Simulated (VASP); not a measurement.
Runs of VASP 6.6.1 on Li2O. The structure is that of space group Fm-3m (No. 225), or close to it. The cells are those of the table. 

```tsv
task	cell	cutoff (eV)	gap on the mesh (eV)	pressure (GPa)
single point	a = 3.277 Å, angles 60.0°, 3 atoms	750	4.91	-2.7
single point	a = 3.199 Å, angles 60.0°, 3 atoms	750	5.05	3.4
single point	a = 3.244 Å, angles 60.0°, 3 atoms	750	4.97	-0.3
electric field gradients	a = 3.277 Å, angles 60.0°, 3 atoms	650	4.90	(b)
electric field gradients	a = 3.199 Å, angles 60.0°, 3 atoms	650	5.04	3.2
electric field gradients	a = 3.309 Å, angles 60.0°, 3 atoms	650	4.84	(a)
single point	a = 3.309 Å, angles 60.0°, 3 atoms	750	4.85	-4.7
```

Alike in all rows: level PBEsol; potentials or basis VASP PAW PBE potentials, release 64 (Li_sv, O); no spin polarisation; k mesh 9 × 9 × 9; smearing fermi-dirac 0.03 eV.

Task: Estimate the missing entries.

Result: (a) -5.0; (b) -3.0.

Caveats: the PAW data sets were made with another functional, which shifts forces and pressure a little; an odd mesh through Γ misses points on the zone boundary, where band edges can lie; the cell stands under pressure (at least some runs); the cell stands under tension (at least some runs).
